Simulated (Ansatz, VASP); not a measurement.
One calculation of TePb, two programs

```
Te Pb
1.0
     0.00000    3.16246    3.22700
     3.16246    0.00000    3.22700
     3.16246    3.16246    0.00000
Te Pb
1 1
Direct
  0.50000 0.50000 0.50000
  0.00000 0.00000 0.00000
```

Change from the starting cell: equal xx and yy strain of -2 %, crystal datasets.

Alike in both runs: task electric field gradients; functional PBEsol; k mesh 10 × 10 × 10; occupations fermi-dirac, width 0.03 eV; no spin polarisation.

|  | VASP | Ansatz |
| --- | --- | --- |
| version | VASP 6.6.1 | Ansatz 0.2.0 |
| potentials or method | VASP PAW PBE potentials, release 64 (Te, Pb_d), cutoff 520 eV | all-electron PAW with datasets made for the crystal, scalar-relativistic |

Ansatz gave:

| Property | Result |
| --- | --- |
| pressure (GPa) | 1.8 |
| traceless stress, the component that is largest in VASP (GPa) | -1.84 |
| size of Vzz on the site where it differs most (V/Å²) | 71.2 |

Which values does VASP return?

Pressure (GPa): 1.8; traceless stress, the component that is largest in VASP (GPa): -1.85; size of Vzz on the site where it differs most (V/Å²): 67.5.

VASP's potentials were made for PBE, not for PBEsol. Ansatz ran all-electron here, and VASP with PAW potentials.

Spin-orbit coupling is off throughout.
